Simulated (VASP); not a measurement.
# MgO (Fm-3m) in VASP: a series of runs, part 2 of 2

VASP 6.6.1. Earlier steps stand in the parts before.

### Step 3. Single point, r2SCAN

This run uses another cell than the first one, of 9.77 Å³/atom, 1.082 times its volume.

File POSCAR:

```
MgO
1.0
    0.0000000000      2.1381295086      2.1381295086
    2.1381295086      0.0000000000      2.1381295086
    2.1381295086      2.1381295086      0.0000000000
Mg O
1 1
Direct
    0.0000000000      0.0000000000      0.0000000000
    0.5000000000      0.5000000000      0.5000000000
```

File INCAR.step1:

```
ALGO = Normal ; EDIFF = 1E-5
ENCUT = 660 ; GGA = PE
GGA_COMPAT = False ; ISMEAR = -1
LASPH = True ; LCHARG = False
LREAL = False ; LWAVE = True
NBANDS = 15 ; NELM = 120
PREC = Accurate ; SIGMA = 0.05
```

File INCAR.step2:

```
ALGO = Normal ; EDIFF = 1E-6
ENCUT = 660 ; GGA_COMPAT = False
ISIF = 2 ; ISMEAR = -1
ISTART = 1 ; LASPH = True
LCHARG = True ; LELF = True
LMIXTAU = True ; LREAL = False
LVHAR = True ; LWAVE = False
METAGGA = R2SCAN ; NBANDS = 15
NELM = 120 ; PREC = Accurate
SIGMA = 0.05
```

File KPOINTS:

```
k-points
0
Gamma
  11 11 11
```

Potentials or basis: VASP PAW PBE potentials, release 64 (Mg_sv, O).

Launch:

```sh
cat potpaw_PBE.64/Mg_sv/POTCAR potpaw_PBE.64/O/POTCAR > POTCAR
cp INCAR.step1 INCAR
mpirun -np 1 vasp_std > vasp.out
cp INCAR.step2 INCAR
mpirun -np 1 vasp_std > vasp.out
```

OUTCAR:

```text
EDIFF = 1E-6
   ENCUT = 660
   ISIF = 2
   ISMEAR = -1
   ISTART = 1
   LASPH = True
   LREAL = False
   METAGGA = R2SCAN
   NELM = 120
   PREC = Accurate

 ion  position               nearest neighbor table
   1  0.000  0.000  0.000-
   2  0.500  0.500  0.500-

  LATTYP: Found a face centered cubic cell.
 ALAT       =     4.2762590172

  Lattice vectors:

 A1 = (   0.0000000000,   2.1381295086,   2.1381295086)
 A2 = (   2.1381295086,   0.0000000000,   2.1381295086)
 A3 = (   2.1381295086,   2.1381295086,   0.0000000000)

Analysis of symmetry for initial positions (statically):
=====================================================================
 Subroutine PRICEL returns:
 Original cell was already a primitive cell.

 Routine SETGRP: Setting up the symmetry group for a
 face centered cubic supercell.

 Subroutine GETGRP returns: Found 48 space group operations
 (whereof 48 operations were pure point group operations)
 out of a pool of 48 trial point group operations.

The static configuration has the point symmetry O_h .

[... 172 lines left out ...]
      4     -38.0410      2.00000
      5     -15.7643      2.00000
      6       2.2001      2.00000
      7       2.2001      2.00000
      8       2.2001      2.00000
      9       7.4130      0.00000
     10      18.7903      0.00000
     11      18.7903      0.00000
     12      18.7903      0.00000
     13      22.7670      0.00000
     14      24.5513      0.00000
[... 401 lines left out ...]
      2     -38.0793      2.00000
      3     -38.0556      2.00000
      4     -38.0442      2.00000
      5     -15.0506      2.00000
      6      -0.5274      2.00000
      7       1.1476      2.00000
      8       1.8447      2.00000
      9      10.7457      0.00000
     10      15.0332      0.00000
     11      18.4166      0.00000
     12      20.9492      0.00000
     13      21.0058      0.00000
     14      24.3345      0.00000
     15      27.5828      0.00000

 [... further k-points ...]

------------------------ aborting loop because EDIFF is reached ----------------------------------------

  FORCE on cell =-STRESS in cart. coord.  units (eV):
  Direction    XX          YY          ZZ          XY          YZ          ZX
  --------------------------------------------------------------------------------------
  -------------------------------------------------------------------------------------
  Total       -0.9502723     -0.9502723     -0.9502723      0.0000000     -0.0000000      0.0000000
  in kB      -77.8801260    -77.8801260    -77.8801260      0.0000000     -0.0000000      0.0000000
  external PRESSURE =     -77.8801260 kB  Pullay stress =       0.0000000 kB

 VOLUME and BASIS-vectors are now :
 -----------------------------------------------------------------------------
  energy-cutoff  :      660.00
  volume of cell :       19.55
      direct lattice vectors                 reciprocal lattice vectors
     0.000000000  2.138129509  2.138129509    -0.233849258  0.233849258  0.233849258
     2.138129509  0.000000000  2.138129509     0.233849258 -0.233849258  0.233849258
     2.138129509  2.138129509  0.000000000     0.233849258  0.233849258 -0.233849258

 POSITION                                       TOTAL-FORCE (eV/Angst)
 -----------------------------------------------------------------------------------
      0.00000      0.00000      0.00000        -0.000000      0.000000     -0.000000
      2.13813      2.13813      2.13813         0.000000     -0.000000      0.000000
 -----------------------------------------------------------------------------------
    total drift:                                0.000000      0.000000      0.000000

  FREE ENERGIE OF THE ION-ELECTRON SYSTEM (eV)
  ---------------------------------------------------
  free  energy   TOTEN  =       -16.1554881180 eV

  energy  without entropy=      -16.1554881180  energy(sigma->0) =      -16.15548812
```

Wall time 82 s (1 thread of Intel Xeon Platinum 8488C (Sapphire Rapids), shared host); peak memory 0.17 GiB.

What came out:

```yaml
Free_energy: -16.1555 eV
Pressure: -7.8 GPa
Band_gap_on_the_k_mesh: 5.21 eV, direct
```

Caveat: the PAW data sets were made with another functional, which shifts forces and pressure a little. r2SCAN opens gaps a little over a GGA but as a rule still falls short of measured ones.

### Step 4. Single point, r2SCAN (volume scaled by 0.96)

File POSCAR:

```
MgO
1.0
    0.0000000000      2.0686600618      2.0686600618
    2.0686600618      0.0000000000      2.0686600618
    2.0686600618      2.0686600618      0.0000000000
Mg O
1 1
Direct
    0.0000000000      0.0000000000      0.0000000000
    0.5000000000      0.5000000000      0.5000000000
```

File INCAR.step1:

```
PREC = Accurate ; ENCUT = 660
ISMEAR = -1 ; SIGMA = 0.05
LREAL = F ; LASPH = T
NELM = 120 ; NBANDS = 11
GGA = PE ; ALGO = Normal
EDIFF = 1E-5 ; LWAVE = T
LCHARG = F ; GGA_COMPAT = F
```

File INCAR.step2:

```
PREC = Accurate ; ENCUT = 660
EDIFF = 1E-6 ; ISMEAR = -1
SIGMA = 0.05 ; LREAL = F
LASPH = T ; NELM = 120
ALGO = Normal ; ISIF = 2
LWAVE = F ; LCHARG = F
METAGGA = R2SCAN ; LMIXTAU = T
NBANDS = 11 ; ISTART = 1
GGA_COMPAT = F
```

File KPOINTS:

```
regular mesh
0
Gamma
  11 11 11
```

Potentials or basis: VASP PAW PBE potentials, release 64 (Mg, O).

Launch:

```sh
cat potpaw_PBE.64/Mg/POTCAR potpaw_PBE.64/O/POTCAR > POTCAR
cp INCAR.step1 INCAR
mpirun -np 1 vasp_std > vasp.out
cp INCAR.step2 INCAR
mpirun -np 1 vasp_std > vasp.out
```

Wall time 43 s (1 thread of Intel Xeon 6975P-C (Granite Rapids), shared host); peak memory 0.18 GiB.

The run converged. Its results:

* Free energy: -16.1497 eV
* Pressure: 7.4 GPa
* Band gap on the k mesh: 6.17 eV, direct

Levels at points of the mesh, in eV from the valence-band top:
```tsv
k point	band 1	band 2	band 3	band 4	band 5	band 6	band 7	band 8
(0.00, 0.00, 0.00)	-18.48	0.00	0.00	0.00	6.17	17.16	17.16	17.16
```

Caveat: the cell differs from its parent crystal (volume scaled by 0.96); the PAW data sets were made with another functional, which shifts forces and pressure a little.

### Step 5. Summary

```csv
potentials or basis,cell,second run,gap on the mesh (eV),pressure (GPa)
"VASP PAW PBE potentials, release 64 (Mg_sv, O)","a = 2.946 Å, angles 60.0°, 2 atoms",valence_matched,6.00,4.4
"VASP PAW PBE potentials, release 64 (Mg_sv, O)","a = 3.024 Å, angles 60.0°, 2 atoms",valence_matched,5.21,-7.8
"VASP PAW PBE potentials, release 64 (Mg, O)","a = 2.926 Å, angles 60.0°, 2 atoms",-,6.17,7.4
```

Alike in all rows: task single point; level r2SCAN; no spin polarisation; k mesh 11 × 11 × 11; cutoff (eV) 660; smearing fermi-dirac 0.05 eV.

Caveats: the PAW data sets were made with another functional, which shifts forces and pressure a little.

Absolute energies hang on the potentials; compare differences alone.
